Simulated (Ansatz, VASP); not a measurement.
# Al in VASP and in Ansatz

Contents of INCAR:

```
SYSTEM = Al
ALGO = Normal
EDIFF = 1E-6
ENCUT = 520
GGA = PS
ISIF = 2
ISMEAR = -1
LASPH = .True.
LCHARG = .True.
LELF = .True.
LREAL = .False.
LVHAR = .True.
LWAVE = .False.
NBANDS = 14
NELM = 100
PREC = Accurate
SIGMA = 0.1
```

File KPOINTS:

```
k-points
0
Gamma
  9 9 3
  0 0 0
```

Contents of POSCAR:

```
Al
1.0
    2.8081027572      0.0000000000      0.0000000000
   -1.4040518752      2.4318888203      0.0000000000
    0.0000000000      0.0000000000      9.1243401826
Al
4
Direct
    0.0000000000      0.0000000000      0.0000000000
    0.3333333333      0.6666666667      0.2500000000
    0.0000000000      0.0000000000      0.5000000000
    0.6666666667      0.3333333333      0.7500000000
```

Input for Ansatz:

```yaml
crystal:
  lattice:
    - [2.808102757154098, 0.0, 0.0]
    - [-1.4040518752212432, 2.4318888203251197, 0.0]
    - [0.0, 0.0, 9.124340182633244]
  atoms:
    - { symbol: Al, position: [0.0, 0.0, 0.0] }
    - { symbol: Al, position: [0.3333333333333333, 0.6666666666666666, 0.25] }
    - { symbol: Al, position: [0.0, 0.0, 0.5] }
    - { symbol: Al, position: [0.6666666666666666, 0.3333333333333333, 0.75] }
basis:
  ecutwfc: 470.0
kpoints:
  mp_grid:
    grid: [9, 9, 3]
hamiltonian:
  xc: pbesol
  pseudopotentials:
    kind: paw
scf:
  occupations:
    method: fermi_dirac
output:
  stress: true
```

Alike in both runs: task single point; functional PBEsol; k mesh 9 × 9 × 3; no spin polarisation.

|  | VASP | Ansatz |
| --- | --- | --- |
| version | VASP 6.6.1 | Ansatz 0.2.0 |
| potentials or method | VASP PAW PBE potentials, release 64 (Al), cutoff 520 eV | plane waves, PAW |
| occupations | fermi-dirac, width 0.1 eV | fermi-dirac |
| valence electrons in the cell | 12 | 12 |

Ansatz gave:

* pressure (GPa): 3.5
* traceless stress, the component that is largest in VASP (GPa): 1.90

Question: Which values does VASP return?

Answer: Pressure (GPa): 3.6; traceless stress, the component that is largest in VASP (GPa): 1.91.

VASP's potentials were made for PBE, not for PBEsol.
